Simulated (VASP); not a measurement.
# Zn2C (Fm-3m) in VASP: single point with PBE

Aim: the single point of Zn2C with PBE.

Program: VASP 6.6.1. These are calculated values, not measurements. Logs are shortened: lines on timing, memory, paths and dates and some standing lists are left out, and cuts for length are marked.

## (1) The cell of the first run

Symmetry: Fm-3m, No. 225, cubic system. Conventional cell: a = 5.156 Å, b = 5.156 Å, c = 5.156 Å, α = 90.00°, β = 90.00°, γ = 90.00°. C (site symmetry m-3m) has 8 Zn at 2.23 Å within 3.0 Å. Zn (site symmetry -43m) has 4 C at 2.23 Å and 6 Zn at 2.58 Å within 3.0 Å.

## (2) Single point, PBE

INCAR

```
PREC = Accurate
ENCUT = 600
EDIFF = 1E-6
ISMEAR = -1
SIGMA = 0.02
LREAL = False
LASPH = True
NELM = 120
ALGO = Normal
ISIF = 2
LWAVE = False
LCHARG = False
GGA = PE
NBANDS = 21
GGA_COMPAT = False
```

KPOINTS

```
Automatic mesh
0
Gamma
  6 6 6
```

POSCAR

```
Zn2C
1.0
    0.0000000000      2.5779490272      2.5779490272
    2.5779490272      0.0000000000      2.5779490272
    2.5779490272      2.5779490272      0.0000000000
C Zn
1 2
Direct
    0.0000000000      0.0000000000      0.0000000000
    0.2500000000      0.2500000000      0.2500000000
    0.7500000000      0.7500000000      0.7500000000
```

Potentials or basis: VASP PAW PBE potentials, release 64 (C, Zn).

On the command line:

```bash
cat potpaw_PBE.64/C/POTCAR potpaw_PBE.64/Zn/POTCAR > POTCAR
mpirun -np 1 vasp_std > vasp.out
```

OUTCAR:

```text
PREC = Accurate
   ENCUT = 600
   EDIFF = 1E-6
   ISMEAR = -1
   LREAL = False
   LASPH = True
   NELM = 120
   ISIF = 2
   GGA = PE

 ion  position               nearest neighbor table
   1  0.000  0.000  0.000-   3 2.23   3 2.23   3 2.23   2 2.23   3 2.23   2 2.23   2 2.23   2 2.23

   2  0.250  0.250  0.250-   1 2.23   1 2.23   1 2.23   1 2.23   3 2.58   3 2.58   3 2.58   3 2.58
                             3 2.58   3 2.58
   3  0.750  0.750  0.750-   1 2.23   1 2.23   1 2.23   1 2.23   2 2.58   2 2.58   2 2.58   2 2.58
                             2 2.58   2 2.58

  LATTYP: Found a face centered cubic cell.
 ALAT       =     5.1558980544

  Lattice vectors:

 A1 = (   0.0000000000,   2.5779490272,   2.5779490272)
 A2 = (   2.5779490272,   0.0000000000,   2.5779490272)
 A3 = (   2.5779490272,   2.5779490272,   0.0000000000)

Analysis of symmetry for initial positions (statically):
=====================================================================
 Subroutine PRICEL returns:
 Original cell was already a primitive cell.

 Routine SETGRP: Setting up the symmetry group for a
 face centered cubic supercell.

 Subroutine GETGRP returns: Found 48 space group operations
 (whereof 48 operations were pure point group operations)
 out of a pool of 48 trial point group operations.

The static configuration has the point symmetry O_h .

Analysis of symmetry for dynamics (positions and initial velocities):
=====================================================================
 Subroutine PRICEL returns:
 Original cell was already a primitive cell.

 Routine SETGRP: Setting up the symmetry group for a
 face centered cubic supercell.

 Subroutine GETGRP returns: Found 48 space group operations
 (whereof 48 operations were pure point group operations)
 out of a pool of 48 trial point group operations.

The dynamic configuration has the point symmetry O_h .

 Subroutine INISYM returns: Found 48 space group operations
 (whereof 48 operations are pure point group operations),
 and found     1 'primitive' translations

----------------------------------------------------------------------------------------

                                     Primitive cell

  volume of cell :      34.2652

  direct lattice vectors                    reciprocal lattice vectors
     0.000000000  2.577949027  2.577949027    -0.193952632  0.193952632  0.193952632
     2.577949027  0.000000000  2.577949027     0.193952632 -0.193952632  0.193952632
     2.577949027  2.577949027  0.000000000     0.193952632  0.193952632 -0.193952632

  length of vectors
     3.645770477  3.645770477  3.645770477     0.335935814  0.335935814  0.335935814

  position of ions in fractional coordinates (direct lattice)
     0.000000000  0.000000000  0.000000000
     0.250000000  0.250000000  0.250000000
     0.750000000  0.750000000  0.750000000

  ion indices of the primitive-cell ions
   primitive index   ion index
                 1           1
                 2           2
                 3           3

----------------------------------------------------------------------------------------

 KPOINTS: Automatic mesh

Automatic generation of k-mesh.
 Grid dimensions read from file:
 generate k-points for:    6    6    6

 Generating k-lattice:

  Cartesian coordinates                     Fractional coordinates (reciprocal lattice)
    -0.032325439  0.032325439  0.032325439     0.166666667  0.000000000  0.000000000
     0.032325439 -0.032325439  0.032325439     0.000000000  0.166666667  0.000000000
     0.032325439  0.032325439 -0.032325439     0.000000000  0.000000000  0.166666667

  Length of vectors
     0.055989302  0.055989302  0.055989302

  Shift w.r.t. Gamma in fractional coordinates (k-lattice)
     0.000000000  0.000000000  0.000000000

 Subroutine IBZKPT returns following result:
 ===========================================

 Found     16 irreducible k-points:

 Following reciprocal coordinates:
            Coordinates               Weight
  0.000000  0.000000  0.000000      1.000000
  0.166667  0.000000  0.000000      8.000000
  0.333333  0.000000  0.000000      8.000000
  0.500000  0.000000  0.000000      4.000000
  0.166667  0.166667  0.000000      6.000000
  0.333333  0.166667  0.000000     24.000000
[... 8 lines left out ...]
 -0.333333  0.333333  0.166667     24.000000
 -0.333333  0.500000  0.166667     12.000000
   k-points           NKPTS =     16   k-points in BZ     NKDIM =     16   number of bands    NBANDS=     21
   number of dos      NEDOS =    301   number of ions     NIONS =      3
   total plane-waves  NPLWV =  27000
   dimension x,y,z NGX =    30 NGY =   30 NGZ =   30
   dimension x,y,z NGXF=    60 NGYF=   60 NGZF=   60
   ions per type =               1   2
   NGX,Y,Z   is equivalent  to a cutoff of  13.68, 13.68, 13.68 a.u.
   NGXF,Y,Z  is equivalent  to a cutoff of  27.36, 27.36, 27.36 a.u.
 SYSTEM =  unknown system
   PREC   = accura    normal or accurate (medium, high low for compatibility)
   ISTART =      0    job   : 0-new  1-cont  2-samecut
   ICHARG =      2    charge: 1-file 2-atom 10-const
   ISPIN  =      1    spin polarized calculation?
   LNONCOLLINEAR =      F non collinear calculations
   LSORBIT =      F    spin-orbit coupling
   LASPH  =      T    aspherical Exc in radial PAW
   ENCUT  =  600.0 eV  44.10 Ry    6.64 a.u.   7.28  7.28  7.28*2*pi/ulx,y,z
   NELM   =    120;   NELMIN=  2; NELMDL= -5     # of ELM steps
   EDIFF  = 0.1E-05   stopping-criterion for ELM
   LREAL  =      F    real-space projection
   EDIFFG = 0.1E-04   stopping-criterion for IOM
   NSW    =      0    number of steps for IOM
   IBRION =     -1    ionic relax: 0-MD 1-quasi-New 2-CG
   NFREE  =      0    steps in history (QN), initial steepest desc. (CG)
   ISIF   =      2    stress and relaxation
   ISYM   =      2    0-nonsym 1-usesym 2-fastsym
   POTIM  = 0.5000    time-step for ionic-motion
   TEBEG  =    0.0;   TEEND  =   0.0 temperature during run
   PSTRESS=    0.0 pullay stress
   NELECT =      28.0000    total number of electrons
   NUPDOWN=      -1.0000    fix difference up-down
   EMIN   =  10.00;   EMAX   =-10.00  energy-range for DOS
   EFERMI =   0.00;   METHOD = LEGACY
   ISMEAR =    -1;   SIGMA  =   0.02  broadening in eV -4-tet -1-fermi 0-gaus
   EFERMI_NEDOS =   21; number of points for ismear=-14 and -15
   IALGO  =     38    algorithm
   IMIX   =      4    mixing-type and parameters
     AMIX     =   0.40;   BMIX     =  1.00
     AMIX_MAG =   1.60;   BMIX_MAG =  1.00
  volume/ion in A,a.u.               =      11.42        77.08
  Fermi-wavevector in a.u.,A,eV,Ry     =   1.530535  2.892291 31.872144  2.342537
  Thomas-Fermi vector in A             =   2.638004
   LORBIT       =      0    0 simple, 1 ext, 2 COOP (PROOUT), +10 PAW based schemes
   GGA     = PE    functional components
   LHFCALC =     F    Hartree Fock is set to
   AEXX    =    0.0000 exact exchange contribution
   IVDW    =     0    specifies the selected vdW correction
   LEPSILON=     F    determine dielectric tensor
   LRPA    =     F    only Hartree local field effects (RPA)
 non-spin polarized calculation
  energy-cutoff  :      600.00
  volume of cell :       34.27
 maximum number of plane-waves:      1162
 NGX is ok and might be reduce to    30
   NGX = 15   NGY = 15   NGZ = 15

 number of electron      28.0000026 magnetization

 Free energy of the ion-electron system (eV)
  ---------------------------------------------------
  ext. energy  EPLUGINS =         0.00000000
  ---------------------------------------------------
  free energy    TOTEN  =        -9.22684019 eV

  energy without entropy =       -9.22648127  energy(sigma->0) =       -9.22666073

 E-fermi :   4.7158     XC(G=0): -12.0738

 val. band max:        4.7017932598   @ k =   0.0000   0.0000   0.0000
 cond. band min:       5.5571182818   @ k =   0.5000   0.0000   0.0000
 fundamental gap:      0.8553250220
 Fermi energy:         4.7158102919

 k-point     1 :       0.0000    0.0000    0.0000
  band No.  band energies     occupation
      1      -9.3964      2.00000
      2      -4.0440      2.00000
      3      -4.0440      2.00000
      4      -4.0440      2.00000
      5      -3.8387      2.00000
      6      -3.8387      2.00000
[... 13 lines left out ...]
     20      15.7676      0.00000
     21      15.7676      0.00000

 k-point     2 :       0.1667    0.0000    0.0000
  band No.  band energies     occupation
      1      -9.0383      2.00000
      2      -4.0607      2.00000
      3      -3.9576      2.00000
      4      -3.9576      2.00000
      5      -3.7325      2.00000
      6      -3.7325      2.00000
[... 13 lines left out ...]
     20      14.5254      0.00000
     21      14.5254      0.00000

 k-point     3 :       0.3333    0.0000    0.0000
  band No.  band energies     occupation
      1      -8.1378      2.00000
      2      -4.0038      2.00000
      3      -3.7323      2.00000
      4      -3.7323      2.00000
      5      -3.4455      2.00000
      6      -3.4455      2.00000
[... 13 lines left out ...]
     20      14.9602      0.00000
     21      14.9602      0.00000

 k-point     4 :       0.5000    0.0000    0.0000
  band No.  band energies     occupation
      1      -7.5218      2.00000
      2      -3.7992      2.00000
      3      -3.5440      2.00000
      4      -3.5440      2.00000
      5      -3.1538      2.00000
      6      -3.1538      2.00000
[... 13 lines left out ...]
     20      16.5463      0.00000
     21      16.5463      0.00000

 k-point     5 :       0.1667    0.1667    0.0000
  band No.  band energies     occupation
      1      -8.9203      2.00000
      2      -4.2208      2.00000
      3      -3.8328      2.00000
      4      -3.8328      2.00000
      5      -3.7954      2.00000
      6      -3.6475      2.00000
[... 13 lines left out ...]
     20      16.8577      0.00000
     21      17.2451      0.00000

 k-point     6 :       0.3333    0.1667    0.0000
  band No.  band energies     occupation
      1      -8.1965      2.00000
      2      -4.2583      2.00000
      3      -3.7141      2.00000
      4      -3.6018      2.00000
      5      -3.5271      2.00000
      6      -3.4154      2.00000
[... 13 lines left out ...]
     20      16.3747      0.00000
     21      17.1319      0.00000

 k-point     7 :       0.5000    0.1667    0.0000
  band No.  band energies     occupation
      1      -7.4219      2.00000
      2      -3.9432      2.00000
      3      -3.5265      2.00000
      4      -3.5147      2.00000
      5      -3.2621      2.00000
      6      -3.2397      2.00000
[... 13 lines left out ...]
     20      16.0553      0.00000
     21      16.9808      0.00000

 k-point     8 :      -0.3333    0.1667    0.0000
  band No.  band energies     occupation
      1      -7.6281      2.00000
      2      -3.9395      2.00000
      3      -3.6130      2.00000
      4      -3.5284      2.00000
      5      -3.3659      2.00000
      6      -3.1825      2.00000
[... 13 lines left out ...]
     20      15.3511      0.00000
     21      16.3567      0.00000

 k-point     9 :      -0.1667    0.1667    0.0000
  band No.  band energies     occupation
      1      -8.4935      2.00000
      2      -4.1151      2.00000
      3      -3.8678      2.00000
      4      -3.6742      2.00000
      5      -3.6618      2.00000
      6      -3.5152      2.00000
[... 13 lines left out ...]
     20      15.0427      0.00000
     21      16.3671      0.00000

 k-point    10 :       0.3333    0.3333    0.0000
  band No.  band energies     occupation
      1      -7.7372      2.00000
      2      -4.4957      2.00000
      3      -3.7081      2.00000
      4      -3.3174      2.00000
      5      -3.3174      2.00000
      6      -3.2518      2.00000
[... 13 lines left out ...]
     20      19.8069      0.00000
     21      19.9758      0.00000

 k-point    11 :       0.5000    0.3333    0.0000
  band No.  band energies     occupation
      1      -7.1420      2.00000
      2      -4.3548      2.00000
      3      -3.6046      2.00000
      4      -3.5001      2.00000
      5      -3.2916      2.00000
      6      -3.1689      2.00000
[... 13 lines left out ...]
     20      18.4221      0.00000
     21      19.7829      0.00000

 k-point    12 :      -0.3333    0.3333    0.0000
  band No.  band energies     occupation
      1      -7.1054      2.00000
      2      -3.7951      2.00000
      3      -3.7397      2.00000
      4      -3.3702      2.00000
      5      -3.3688      2.00000
      6      -3.3644      2.00000
[... 13 lines left out ...]
     20      15.1706      0.00000
     21      19.2372      0.00000

 k-point    13 :       0.5000    0.5000    0.0000
  band No.  band energies     occupation
      1      -6.9481      2.00000
      2      -4.5600      2.00000
      3      -3.6640      2.00000
      4      -3.5039      2.00000
      5      -3.0888      2.00000
      6      -3.0888      2.00000
[... 13 lines left out ...]
     20      19.3291      0.00000
     21      20.0539      0.00000

 k-point    14 :       0.5000    0.3333    0.1667
  band No.  band energies     occupation
      1      -7.5075      2.00000
      2      -4.1971      2.00000
      3      -3.6108      2.00000
      4      -3.4220      2.00000
      5      -3.3114      2.00000
      6      -3.2260      2.00000
[... 13 lines left out ...]
     20      16.5872      0.00000
     21      19.4338      0.00000

 k-point    15 :      -0.3333    0.3333    0.1667
  band No.  band energies     occupation
      1      -7.1034      2.00000
      2      -3.8093      2.00000
      3      -3.7606      2.00000
      4      -3.5008      2.00000
      5      -3.2282      2.00000
      6      -3.2150      2.00000
[... 13 lines left out ...]
     20      15.2566      0.00000
     21      19.4047      0.00000

 k-point    16 :      -0.3333    0.5000    0.1667
  band No.  band energies     occupation
      1      -6.9419      2.00000
      2      -4.1546      2.00000
      3      -3.6476      2.00000
      4      -3.4933      2.00000
      5      -3.4629      2.00000
      6      -3.0691      2.00000
[... 13 lines left out ...]
     20      16.6543      0.00000
     21      20.4019      0.00000

------------------------ aborting loop because EDIFF is reached ----------------------------------------

  FORCE on cell =-STRESS in cart. coord.  units (eV):
  Direction    XX          YY          ZZ          XY          YZ          ZX
  --------------------------------------------------------------------------------------
  -------------------------------------------------------------------------------------
  Total        1.0020323      1.0020323      1.0020323     -0.0000000      0.0000000     -0.0000000
  in kB       46.8532093     46.8532093     46.8532093     -0.0000000      0.0000000     -0.0000000
  external PRESSURE =      46.8532093 kB  Pullay stress =       0.0000000 kB

 VOLUME and BASIS-vectors are now :
 -----------------------------------------------------------------------------
  energy-cutoff  :      600.00
  volume of cell :       34.27
      direct lattice vectors                 reciprocal lattice vectors
     0.000000000  2.577949027  2.577949027    -0.193952632  0.193952632  0.193952632
     2.577949027  0.000000000  2.577949027     0.193952632 -0.193952632  0.193952632
     2.577949027  2.577949027  0.000000000     0.193952632  0.193952632 -0.193952632

 POSITION                                       TOTAL-FORCE (eV/Angst)
 -----------------------------------------------------------------------------------
      0.00000      0.00000      0.00000         0.000000      0.000000      0.000000
      1.28897      1.28897      1.28897         0.000000     -0.000000      0.000000
      3.86692      3.86692      3.86692        -0.000000      0.000000     -0.000000
 -----------------------------------------------------------------------------------
    total drift:                               -0.000000      0.000000      0.000000

  FREE ENERGIE OF THE ION-ELECTRON SYSTEM (eV)
  ---------------------------------------------------
  free  energy   TOTEN  =        -9.2268401911 eV

  energy  without entropy=       -9.2264812709  energy(sigma->0) =       -9.22666073
```

Wall time 31 s (1 thread of Intel Xeon 8259CL, shared host); peak memory 0.17 GiB.

What came out:

* Free energy: -9.2268 eV
* Pressure: 4.7 GPa
* Band gap on the k mesh: zero (filled and empty bands touch)

Caveat: the cell stands under pressure.
